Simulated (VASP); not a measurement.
# Bi (P6_3/mmc) in VASP: notebook, part 3 of 3

VASP 6.6.1. The steps go on from the part before.

## (5) Electric field gradients, PBEsol (103.42 Å³/atom)

This run uses another cell than the first one.

File INCAR:

```
SYSTEM = Bi
PREC     = Accurate       ! precision mode
ENCUT    = 520            ! plane-wave cutoff, eV
EDIFF    = 1E-8           ! SCF threshold, eV
ISMEAR   = -1             ! smearing method
SIGMA    = 0.03           ! smearing width, eV
LREAL    = .False.        ! projectors in reciprocal space
LASPH    = .True.         ! aspherical terms in the spheres
NELM     = 60             ! most SCF steps
ALGO     = Normal         ! electronic algorithm
ISIF     = 2              ! what is computed and relaxed
LWAVE    = .False.        ! write WAVECAR
LCHARG   = .False.        ! write CHGCAR
GGA      = PS             ! functional
LEFG     = .True.       
NBANDS   = 22             ! bands
```

File KPOINTS:

```
regular mesh
0
Gamma
  9 9 3
  0 0 0
```

File POSCAR:

```
Bi
1.0
    4.5085362925      0.0000000000      0.0000000000
   -2.2542681463      3.9045069633      0.0000000000
    0.0000000000      0.0000000000     11.7496083461
Bi
2
Direct
    0.3333333333      0.6666666667      0.2500000000
    0.6666666667      0.3333333333      0.7500000000
```

Potentials or basis: VASP PAW PBE potentials, release 64 (Bi_d).

Started as:

```sh
$ cat potpaw_PBE.64/Bi_d/POTCAR > POTCAR
$ mpirun -np 1 vasp_std > vasp.out
```

OUTCAR:

```text
SYSTEM = Bi
   PREC = Accurate
   ENCUT = 520
   EDIFF = 1E-8
   ISMEAR = -1
   LREAL = .False.
   LASPH = .True.
   NELM = 60
   ISIF = 2
   GGA = PS

 ion  position               nearest neighbor table
   1  0.333  0.667  0.250-
   2  0.667  0.333  0.750-

  LATTYP: Found a hexagonal cell.
 ALAT       =     4.5085362925
 C/A-ratio  =     2.6060804624

  Lattice vectors:

 A1 = (   4.5085362925,   0.0000000000,   0.0000000000)
 A2 = (  -2.2542681463,   3.9045069633,   0.0000000000)
 A3 = (   0.0000000000,   0.0000000000,  11.7496083461)

Analysis of symmetry for initial positions (statically):
=====================================================================
 Subroutine PRICEL returns:
 Original cell was already a primitive cell.

 Routine SETGRP: Setting up the symmetry group for a
 hexagonal supercell.

 Subroutine GETGRP returns: Found 24 space group operations
 (whereof 12 operations were pure point group operations)
 out of a pool of 24 trial point group operations.

The static configuration has the point symmetry D_3d.
 The point group associated with its full space group is D_6h.

Analysis of symmetry for dynamics (positions and initial velocities):
=====================================================================
 Subroutine PRICEL returns:
 Original cell was already a primitive cell.

 Routine SETGRP: Setting up the symmetry group for a
 hexagonal supercell.

 Subroutine GETGRP returns: Found 24 space group operations
 (whereof 12 operations were pure point group operations)
 out of a pool of 24 trial point group operations.

[... 152 lines left out ...]
 fundamental gap:      0.0276628255
 Fermi energy:        -1.0797090573

 k-point     1 :       0.0000    0.0000    0.0000
  band No.  band energies     occupation
      1     -23.8536      2.00000
      2     -23.8536      2.00000
      3     -23.8471      2.00000
      4     -23.8471      2.00000
      5     -23.8471      2.00000
      6     -23.8471      2.00000
[... 589 lines left out ...]
     21       4.4871      0.00000
     22       4.9990      0.00000

------------------------ aborting loop because EDIFF is reached ----------------------------------------

  FORCE on cell =-STRESS in cart. coord.  units (eV):
  Direction    XX          YY          ZZ          XY          YZ          ZX
  --------------------------------------------------------------------------------------
  -------------------------------------------------------------------------------------
  Total       -6.8529482     -6.8529482     -0.5578785      0.0000000      0.0000000      0.0000000
  in kB      -53.0839056    -53.0839056     -4.3214055      0.0000000      0.0000000      0.0000000
  external PRESSURE =     -36.8297389 kB  Pullay stress =       0.0000000 kB

 VOLUME and BASIS-vectors are now :
 -----------------------------------------------------------------------------
  energy-cutoff  :      520.00
  volume of cell :      206.84
      direct lattice vectors                 reciprocal lattice vectors
     4.508536292  0.000000000  0.000000000     0.221801475  0.128057141  0.000000000
    -2.254268146  3.904506963  0.000000000     0.000000000  0.256114283  0.000000000
     0.000000000  0.000000000 11.749608346     0.000000000  0.000000000  0.085109220

 POSITION                                       TOTAL-FORCE (eV/Angst)
 -----------------------------------------------------------------------------------
     -0.00000      2.60300      2.93740        -0.000000     -0.000000      0.000000
      2.25427      1.30150      8.81221         0.000000      0.000000      0.000000
 -----------------------------------------------------------------------------------
    total drift:                               -0.000000      0.000000      0.000000

  FREE ENERGIE OF THE ION-ELECTRON SYSTEM (eV)
  ---------------------------------------------------
  free  energy   TOTEN  =        -3.4742582979 eV

  energy  without entropy=       -3.4537042211  energy(sigma->0) =       -3.46398126

 Electric field gradients (V/A^2)
---------------------------------------------------------------------
 ion       V_xx      V_yy      V_zz      V_xy      V_xz      V_yz
---------------------------------------------------------------------
   1      60.638    60.640  -121.278     0.002     0.000    -0.000
   2      60.638    60.640  -121.278     0.002    -0.000     0.000
---------------------------------------------------------------------

 Electric field gradients after diagonalization (V/A^2)
 (convention: |V_zz| > |V_xx| > |V_yy|)
----------------------------------------------------------------------
 ion       V_xx      V_yy      V_zz     asymmetry (V_yy - V_xx)/ V_zz
----------------------------------------------------------------------
   1      60.641    60.637  -121.278       0.000
   2      60.641    60.637  -121.278       0.000
----------------------------------------------------------------------

           NMR quadrupolar parameters

 Cq : quadrupolar parameter    Cq=e*Q*V_zz/h
 eta: asymmetry parameters     (V_yy - V_xx)/ V_zz
 Q  : nuclear electric quadrupole moment in mb (millibarn)
----------------------------------------------------------------------
 ion       Cq(MHz)       eta       Q (mb)
----------------------------------------------------------------------
   1      -0.293       0.000       1.000
   2      -0.293       0.000       1.000
----------------------------------------------------------------------
```

OSZICAR:

```text
N       E                     dE             d eps       ncg     rms          rms(c)
DAV:   1     0.268052704564E+03    0.26805E+03   -0.14421E+04  1096   0.119E+03
DAV:   2     0.177946659618E+02   -0.25026E+03   -0.24624E+03  1170   0.322E+02
DAV:   3    -0.276475591504E+01   -0.20559E+02   -0.20261E+02  1266   0.120E+02
DAV:   4    -0.346601266892E+01   -0.70126E+00   -0.69999E+00  1306   0.247E+01
DAV:   5    -0.349047241696E+01   -0.24460E-01   -0.24459E-01  1494   0.428E+00    0.788E-01
DAV:   6    -0.347400307271E+01    0.16469E-01   -0.39122E-02  1220   0.151E+00    0.499E-01
DAV:   7    -0.347304628693E+01    0.95679E-03   -0.43652E-02  1182   0.134E+00    0.132E-01
DAV:   8    -0.347395994384E+01   -0.91366E-03   -0.33672E-03  1134   0.711E-01    0.497E-02
DAV:   9    -0.347416842266E+01   -0.20848E-03   -0.21296E-04  1226   0.979E-02    0.247E-02
DAV:  10    -0.347424925331E+01   -0.80831E-04   -0.72602E-05  1260   0.391E-02    0.370E-03
DAV:  11    -0.347425711739E+01   -0.78641E-05   -0.76514E-06  1224   0.228E-02    0.246E-03
DAV:  12    -0.347425818525E+01   -0.10679E-05   -0.28247E-06  1098   0.142E-02    0.761E-04
DAV:  13    -0.347425823105E+01   -0.45795E-07   -0.88392E-08  1092   0.214E-03    0.326E-04
DAV:  14    -0.347425829367E+01   -0.62629E-07   -0.11873E-07   894   0.133E-03    0.197E-04
DAV:  15    -0.347425831195E+01   -0.18271E-07   -0.53113E-09   890   0.701E-04    0.706E-05
DAV:  16    -0.347425829713E+01    0.14815E-07   -0.36401E-09   726   0.549E-04    0.444E-05
DAV:  17    -0.347425829790E+01   -0.77171E-09   -0.66835E-10   600   0.183E-04
   1 F= -.34742583E+01 E0= -.34639813E+01  d E =-.205541E-01
```

stdout:

```text
POSCAR found type information on POSCAR Bi
 POSCAR found :  1 types and       2 ions
 scaLAPACK will be used
 -----------------------------------------------------------------------------
|                                                                             |
|                                                                             |
|     You enforced a specific xc type in the INCAR file but a different       |
|     I HOPE YOU KNOW WHAT YOU ARE DOING!                                     |
|                                                                             |
 -----------------------------------------------------------------------------

 LDA part: xc-table for (Slater+PW92), standard interpolation
 POSCAR, INCAR and KPOINTS ok, starting setup
 FFT: planning ... GRIDC
 FFT: planning ... GRID_SOFT
 FFT: planning ... GRID
 WAVECAR not read
 entering main loop
ion   1

ion   2
```

Wall time 67 s (1 thread of Intel Xeon 6975P-C (Granite Rapids), shared host); peak memory 0.35 GiB.

Results:

```yaml
Free_energy: -3.4743 eV
Pressure: -3.7 GPa
Band_gap_on_the_k_mesh: zero (bands 15 and 16 overlap by 2.21 eV)
Largest_electric_field_gradient_by_atom: Bi -121.3 V/Å²
```

Electric field gradients, principal values (V/Å²):
| atom | least | middle | greatest (by size) |
| --- | --- | --- | --- |
| 1 Bi | 60.637 | 60.641 | -121.278 |
| 2 Bi | 60.637 | 60.641 | -121.278 |

Caveat: the cell stands under tension; without QUAD_EFG the Cq values of the log hold for a quadrupole moment of 1 mb, not for the nuclei; the PAW data sets were made with another functional, which shifts forces and pressure a little; spin-orbit coupling is left out, which moves the levels of the heavy elements.

## (6) Electric field gradients, PBEsol (103.42 Å³/atom)

This run uses another cell than the first one.

File INCAR:

```
  PREC = Accurate
  ENCUT = 520
  EDIFF = 1E-8
  ISMEAR = -1
  SIGMA = 0.03
  LREAL = False
  LASPH = True
  NELM = 60
  ALGO = Normal
  ISIF = 2
  LWAVE = False
  LCHARG = False
  GGA = PS
  LEFG = True
  NBANDS = 22
```

File KPOINTS:

```
regular mesh
0
Gamma
  9 9 3
```

POSCAR is that of step 5.

Potentials or basis: VASP PAW PBE potentials, release 64 (Bi_d).

Started as:

```sh
$ cat potpaw_PBE.64/Bi_d/POTCAR > POTCAR
$ mpirun -np 1 vasp_std > vasp.out
```

OUTCAR:

```text
PREC = Accurate
   ENCUT = 520
   EDIFF = 1E-8
   ISMEAR = -1
   LREAL = False
   LASPH = True
   NELM = 60
   ISIF = 2
   GGA = PS

 ion  position               nearest neighbor table
   1  0.333  0.667  0.250-
   2  0.667  0.333  0.750-

  LATTYP: Found a hexagonal cell.
 ALAT       =     4.5085362925
 C/A-ratio  =     2.6060804624

  Lattice vectors:

 A1 = (   4.5085362925,   0.0000000000,   0.0000000000)
 A2 = (  -2.2542681463,   3.9045069633,   0.0000000000)
 A3 = (   0.0000000000,   0.0000000000,  11.7496083461)

Analysis of symmetry for initial positions (statically):
=====================================================================
 Subroutine PRICEL returns:
 Original cell was already a primitive cell.

 Routine SETGRP: Setting up the symmetry group for a
 hexagonal supercell.

 Subroutine GETGRP returns: Found 24 space group operations
[... 785 lines left out ...]
  energy-cutoff  :      520.00
  volume of cell :      206.84
      direct lattice vectors                 reciprocal lattice vectors
     4.508536292  0.000000000  0.000000000     0.221801475  0.128057141  0.000000000
    -2.254268146  3.904506963  0.000000000     0.000000000  0.256114283  0.000000000
     0.000000000  0.000000000 11.749608346     0.000000000  0.000000000  0.085109220

 POSITION                                       TOTAL-FORCE (eV/Angst)
 -----------------------------------------------------------------------------------
     -0.00000      2.60300      2.93740        -0.000000     -0.000000      0.000000
      2.25427      1.30150      8.81221         0.000000      0.000000      0.000000
 -----------------------------------------------------------------------------------
    total drift:                               -0.000000      0.000000      0.000000

  FREE ENERGIE OF THE ION-ELECTRON SYSTEM (eV)
  ---------------------------------------------------
  free  energy   TOTEN  =        -3.4742582979 eV

  energy  without entropy=       -3.4537042211  energy(sigma->0) =       -3.46398126

 Electric field gradients (V/A^2)
---------------------------------------------------------------------
 ion       V_xx      V_yy      V_zz      V_xy      V_xz      V_yz
---------------------------------------------------------------------
   1      60.638    60.640  -121.278     0.002     0.000    -0.000
   2      60.638    60.640  -121.278     0.002    -0.000     0.000
---------------------------------------------------------------------

 Electric field gradients after diagonalization (V/A^2)
 (convention: |V_zz| > |V_xx| > |V_yy|)
----------------------------------------------------------------------
 ion       V_xx      V_yy      V_zz     asymmetry (V_yy - V_xx)/ V_zz
----------------------------------------------------------------------
   1      60.641    60.637  -121.278       0.000
   2      60.641    60.637  -121.278       0.000
----------------------------------------------------------------------

           NMR quadrupolar parameters

 Cq : quadrupolar parameter    Cq=e*Q*V_zz/h
 eta: asymmetry parameters     (V_yy - V_xx)/ V_zz
 Q  : nuclear electric quadrupole moment in mb (millibarn)
----------------------------------------------------------------------
 ion       Cq(MHz)       eta       Q (mb)
----------------------------------------------------------------------
   1      -0.293       0.000       1.000
   2      -0.293       0.000       1.000
----------------------------------------------------------------------
```

Run time: 63 s. Hardware: 1 thread of Intel Xeon 6975P-C (Granite Rapids), shared host; peak memory 0.36 GiB.

Results:

- Free energy: -3.4743 eV
- Pressure: -3.7 GPa
- Band gap on the k mesh: zero (bands 15 and 16 overlap by 2.21 eV)
- Largest electric field gradient by atom: Bi -121.3 V/Å²

Stress tensor (GPa, compression positive):
```
-5.31  0.00  0.00
 0.00 -5.31  0.00
 0.00  0.00 -0.43
```

Levels at points of the mesh, in eV from the Fermi level:
| k point | band 13 | band 14 | band 15 | band 16 | band 17 | band 18 |
| --- | --- | --- | --- | --- | --- | --- |
| (0.00, 0.00, 0.00) | -0.87 | -0.35 | 1.48 | 1.48 | 1.49 | 1.49 |

Electric field gradients, principal values (V/Å²):
| atom | least | middle | greatest (by size) |
| --- | --- | --- | --- |
| 1 Bi | 60.637 | 60.641 | -121.278 |
| 2 Bi | 60.637 | 60.641 | -121.278 |

Caveat: the cell stands under tension; without QUAD_EFG the Cq values of the log hold for a quadrupole moment of 1 mb, not for the nuclei; the PAW data sets were made with another functional, which shifts forces and pressure a little; spin-orbit coupling is left out, which moves the levels of the heavy elements.

## (7) Overview

```csv
cell,gap on the mesh (eV),pressure (GPa)
"a = 4.613, b = 4.613, c = 12.023 Å, angles 90.0, 90.0, 120.0°, 2 atoms",none,-3.3
"a = 4.462, b = 4.462, c = 11.628 Å, angles 90.0, 90.0, 120.0°, 2 atoms",none,-3.9
"a = 4.501, b = 4.501, c = 11.730 Å, angles 90.0, 90.0, 120.0°, 2 atoms",none,-3.7
"a = 4.509, b = 4.509, c = 11.750 Å, angles 90.0, 90.0, 120.0°, 2 atoms",none,-3.7
```

Alike in all rows: task electric field gradients; level PBEsol; potentials or basis VASP PAW PBE potentials, release 64 (Bi_d); no spin polarisation; k mesh 9 × 9 × 3; cutoff (eV) 520; smearing fermi-dirac 0.03 eV.

Caveats: the cell stands under tension; the PAW data sets were made with another functional, which shifts forces and pressure a little; spin-orbit coupling is left out, which moves the levels of the heavy elements.

Total energies depend on the potentials used, so only differences within one code and one set of settings carry meaning.
